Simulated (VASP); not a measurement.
Set up this calculation in VASP 6.6.1, as the native input.

| Item | Value |
| --- | --- |
| Task | single point |
| Functional | LDA |
| Potentials or basis | VASP PAW LDA potentials, release 64 (Ta_pv, F) |
| Cutoff | 520 eV |
| k mesh | 6 × 6 × 1 |
| Occupations | gaussian, width 0.1 eV |
| Spin | collinear spin, ferromagnetic start |
| Starting moments | [0.0, 0.0, 0.0, 0.0, 0.0, 0.0, 1.0] μB |
| Dipole correction | yes |
| Further INCAR settings | ALGO = Normal; EDIFF = 1e-07; NBANDS = 50 |

The structure of Ta6F lies in POSCAR:

```
Ta6F
1.0
    4.6002247516      0.0000000000      0.0000000000
   -2.3001123758      3.9839114980      0.0000000000
    0.0000000000      0.0000000000     21.4017722141
Ta F
6 1
Direct
    0.6666666667      0.3333333333      0.1869004099
    0.3333333333      0.6666666667      0.2307760729
    0.0000000000      0.0000000000      0.2746517360
    0.6666666667      0.3333333333      0.3157775353
    0.3333333333      0.6666666667      0.3543568624
    0.0000000000      0.0000000000      0.3925736677
    0.0000000000      0.0000000000      0.4799496094
```

The input as run:

INCAR

```
SYSTEM = Ta6F
ALGO = Normal ; DIPOL = 0.5 0.5 0.319
EDIFF = 1E-7 ; ENCUT = 520
GGA = CA ; IDIPOL = 3
ISIF = 2 ; ISMEAR = 0
ISPIN = 2 ; LASPH = .True.
LCHARG = .False. ; LDIPOL = .True.
LMAXMIX = 4 ; LORBIT = 11
LREAL = .False. ; LWAVE = .False.
MAGMOM = 0 0 0 0 0 0 1 ; NBANDS = 50
NELM = 150 ; PREC = Accurate
SIGMA = 0.1
```

KPOINTS

```
k-points
0
Gamma
  6 6 1
  0 0 0
```

Potentials or basis: VASP PAW LDA potentials, release 64 (Ta_pv, F).

Command:

```console
$ cat potpaw_LDA.64/Ta_pv/POTCAR potpaw_LDA.64/F/POTCAR > POTCAR
$ mpirun -np 1 vasp_std > vasp.out
```

It gave:

* Largest force: 3.370 eV/Å
* Net moment: 0.00 μB per cell
* Valence electrons inside the program's atomic spheres: Ta 8.83, 9.06, 9.03, 9.12, 9.04; F 6.04

It took 12 min on 1 thread of AMD EPYC 7R13 Processor (Zen 3) (shared host), peak memory 0.5 GiB.
